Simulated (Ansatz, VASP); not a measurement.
Two plane-wave programs on C

INCAR

```
SYSTEM = C
PREC     = Accurate       ! precision mode
ENCUT    = 520            ! plane-wave cutoff, eV
EDIFF    = 1E-7           ! SCF threshold, eV
ISMEAR   = 0              ! smearing method
SIGMA    = 0.05           ! smearing width, eV
LREAL    = .False.        ! projectors in reciprocal space
LASPH    = .True.         ! aspherical terms in the spheres
NELM     = 100            ! most SCF steps
ALGO     = Normal         ! electronic algorithm
ISIF     = 2              ! what is computed and relaxed
LWAVE    = .False.        ! write WAVECAR
LCHARG   = .False.        ! write CHGCAR
GGA      = PE             ! functional
NBANDS   = 11             ! bands
```

KPOINTS

```
Automatic mesh
0
Gamma
  12 12 12
  0 0 0
```

The input POSCAR:

```
C
1.0
    0.0000000000      1.8279850000      1.7834000000
    1.8279850000      0.0000000000      1.7834000000
    1.8279850000      1.8279850000      0.0000000000
C
2
Direct
    0.5000000000      0.5000000000      0.5000000000
    0.7500000000      0.7500000000      0.7500000000
```

Input for Ansatz:

```yaml
crystal:
  lattice:
    - [0.0, 1.827985, 1.7834]
    - [1.827985, 0.0, 1.7834]
    - [1.827985, 1.827985, 0.0]
  atoms:
    - { symbol: C, position: [0.5, 0.5, 0.5] }
    - { symbol: C, position: [0.75, 0.75, 0.75] }
basis:
  ecutwfc: 420
kpoints:
  mp_grid: { grid: [12, 12, 12] }
hamiltonian:
  xc: pbe
scf:
  occupations: { method: gaussian, width: 0.05 }
output:
  forces: true
  stress: true
  eigenvalues: true
```

Change from the starting cell: strain +0.0250 x Voigt [1, 1, 0, 0, 0, 0], atoms carried along.

Alike in both runs: task single point; functional PBE; k mesh 12 × 12 × 12; occupations gaussian, width 0.05 eV; no spin polarisation.

```csv
,VASP,Ansatz
version,VASP 6.6.1,Ansatz 0.2.0
potentials or method,"VASP PAW PBE potentials, release 64 (C), cutoff 520 eV","scalar-relativistic, plane waves, PAW"
valence electrons in the cell,8,8
```

VASP gave:

| Quantity | Value |
| --- | --- |
| gap on the k mesh at the Fermi level (eV) | 3.44 |
| least direct gap on the mesh (eV) | 5.03 |
| pressure (GPa) | -17.5 |
| traceless stress, the component that is largest in VASP (GPa) | 14.14 |

Task: Estimate Ansatz's values.

Result: gap on the k mesh at the Fermi level (eV): 3.45; least direct gap on the mesh (eV): 5.03; pressure (GPa): -18.0; traceless stress, the component that is largest in VASP (GPa): 14.14.

With one functional, cell and mesh, what is left measures potentials, basis and numerics.
